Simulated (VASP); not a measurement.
Runs of VASP 6.6.1 on AlGaN2. The structure is that of space group P-4m2 (No. 115), or close to it. The cells are those of the table. 

| cell | gap on the mesh (eV) | pressure (GPa) | largest force (eV/Å) |
| --- | --- | --- | --- |
| a = 3.094, b = 3.094, c = 4.424 Å, 4 atoms | 3.57 | 6.6 | 0.03 |
| a = 3.125, b = 3.125, c = 4.424 Å, 4 atoms | (b) | 2.1 | 0.01 |
| a = 3.172, b = 3.172, c = 4.424 Å, 4 atoms | (c) | -4.0 | 0.01 |
| a = 3.109, b = 3.109, c = 4.424 Å, 4 atoms | 3.50 | 4.3 | 0.02 |
| a = 3.188, b = 3.188, c = 4.424 Å, 4 atoms | 3.15 | -5.8 | 0.02 |
| a = 3.078, b = 3.078, c = 4.424 Å, 4 atoms | 3.64 | 9.0 | 0.04 |
| a = 3.157, b = 3.157, c = 4.424 Å, 4 atoms | (a) | -2.1 | - |
| a = 3.196, b = 3.196, c = 4.424 Å, 4 atoms | 3.12 | -6.7 | 0.02 |

Alike in all rows: task single point; level r2SCAN; potentials or basis VASP PAW PBE potentials, release 64 (Al, Ga_d, N); no spin polarisation; k mesh 8 × 8 × 6; cutoff (eV) 520; smearing gaussian 0.05 eV.

Problem. Fill in the values left out.

Solution. (a) 3.29; (b) 3.43; (c) 3.22.

Caveats: the PAW data sets were made with another functional, which shifts forces and pressure a little; the cell stands under pressure (at least some runs); the cell stands under tension (at least some runs).

A k mesh can miss the band edges, and the runs leave out spin-orbit coupling on Ga.
